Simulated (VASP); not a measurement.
## AlSn: single point with PBEsol

AlSn:

```
Al Sn
1.0
     4.23585    0.00000    0.00000
    -2.11792    3.66835    0.00000
     0.00000    0.00000    3.23737
Al Sn
1 1
Direct
  0.00000 0.00000 0.00000
  0.33333 0.66667 0.50000
```

This cell differs from its parent crystal: strained.

```
Program             : VASP 6.6.1
Task                : single point
Functional          : PBEsol
Potentials or basis : VASP PAW PBE potentials, release 64 (Al, Sn_d)
Cutoff              : 520 eV
k mesh              : 12 × 12 × 12
Occupations         : gaussian, width 0.1 eV
Spin                : no spin polarisation
```

```yaml
Pressure: -1.7 GPa
Band_gap_on_the_k_mesh: zero (an odd number of electrons rules out a gap without spin polarisation)
```

Stress tensor (GPa, compression positive):
```
-1.53  0.00  0.00
 0.00 -1.53  0.00
 0.00  0.00 -2.05
```

Levels at points of the mesh, in eV from the Fermi level:
```csv
k point,band 5,band 6,band 7,band 8,band 9,band 10,band 11,band 12
"(0.00, 0.00, 0.00)",-21.20,-10.58,-0.49,-0.49,0.34,2.90,2.90,3.06
"(0.50, 0.00, 0.00)",-21.19,-8.82,-6.47,-2.04,0.36,4.83,6.88,7.50
"(0.00, 0.00, 0.50)",-21.14,-7.37,-6.20,2.60,2.60,3.50,3.50,3.50
"(0.50, 0.00, 0.50)",-21.13,-5.72,-4.29,-3.18,-2.32,1.12,2.34,3.60
```

It took 89 s on 1 thread of Intel Xeon 8259CL, with other jobs on the host, peak memory 0.24 GiB.

Caveat: the cell differs from its parent crystal (strained); the PAW data sets were made with another functional, which shifts forces and pressure a little; spin-orbit coupling is left out, which moves the levels of the heavy elements.
